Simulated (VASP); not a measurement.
Cu, 1 atom in the cell. The structure is cubic, space group Fm-3m (No. 225). The conventional cell has a = 3.701 Å, b = 3.701 Å, c = 3.701 Å, α = 90.00°, β = 90.00°, γ = 90.00°. Cu (site symmetry m-3m) has 12 Cu at 2.62 Å within 3.5 Å. 

* Program: VASP 6.6.1
* Task: single point
* Functional: PBE
* Potentials or basis: VASP PAW PBE potentials, release 64 (Cu)
* Cutoff: 520 eV
* k mesh: 26 × 26 × 26
* Occupations: fermi-dirac, width 0.0612256 eV
* Spin: no spin polarisation
* Dipole correction: no
* Further INCAR settings: ALGO = Normal; EDIFF = 1e-07; NBANDS = 12

Potentials or basis: VASP PAW PBE potentials, release 64 (Cu).

Launch:

```bash
$ cat potpaw_PBE.64/Cu/POTCAR > POTCAR
$ mpirun -np 1 vasp_std > vasp.out
```

Hardware: 1 thread of Intel(R) Xeon(R) Platinum 8488C (Sapphire Rapids), with other jobs on the host.

Problem. Estimate the wall time of this run.

Solution. Wall time 50 s on 1 thread of Intel(R) Xeon(R) Platinum 8488C (Sapphire Rapids) (shared host), peak memory 0.18 GiB. Counts: scf iterations 12, k points 511.
